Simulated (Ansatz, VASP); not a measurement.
# Two plane-wave programs on AgCl

File INCAR:

```
PREC = Accurate
ENCUT = 630
EDIFF = 1E-6
ISMEAR = -1
SIGMA = 0.02
LREAL = False
LASPH = True
NELM = 120
ALGO = Normal
ISIF = 2
LWAVE = False
LCHARG = False
GGA = PE
NBANDS = 20
GGA_COMPAT = False
```

The input KPOINTS:

```
regular mesh
0
Gamma
  8 8 8
```

Contents of POSCAR:

```
AgCl
1.0
    3.2261481986      0.0000000000      0.0000000000
    0.0000000000      3.2261481986      0.0000000000
    0.0000000000      0.0000000000      3.2261481986
Ag Cl
1 1
Direct
    0.0000000000      0.0000000000      0.0000000000
    0.5000000000      0.5000000000      0.5000000000
```

Input for Ansatz:

```yaml
crystal:
  lattice:
    - [3.2261481986, 0.0, 0.0]
    - [0.0, 3.2261481986, 0.0]
    - [0.0, 0.0, 3.2261481986]
  atoms:
    - { symbol: Ag, position: [0.0, 0.0, 0.0] }
    - { symbol: Cl, position: [0.5, 0.5, 0.5] }
kpoints:
  mp_grid: { grid: [8, 8, 8] }
  band_path:
    path:
      - [0.0, 0.0, 0.0]
      - [0.0, 0.5, 0.0]
      - [0.5, 0.5, 0.0]
      - [0.5, 0.5, 0.5]
      - [0.0, 0.0, 0.5]
    npoints: 1
hamiltonian:
  xc: pbe
scf:
  occupations: { method: fermi_dirac, width: 0.02 }
  n_extra_bands: 4
output:
  forces: true
  stress: true
  eigenvalues: true
  write_density: true
  write_potential: true
  elf: true
  volumetric_format: npy
```

Change from the starting cell: hydrostatic strain -5.0%.

Alike in both runs: task single point; functional PBE; k mesh 8 × 8 × 8; occupations fermi-dirac, width 0.02 eV; no spin polarisation.

|  | VASP | Ansatz |
| --- | --- | --- |
| version | VASP 6.6.1 | Ansatz 0.2.0 |
| potentials or method | VASP PAW PBE potentials, release 64 (Ag_sv_GW, Cl) | plane waves, PAW |
| plane-wave cutoff (eV) | 630 | 420 |
| valence electrons in the cell | 26 | 26 |

|  | VASP | Ansatz | Ansatz less VASP |
| --- | --- | --- | --- |
| pressure (GPa) | 14.1 | 14.3 | +0.22 |
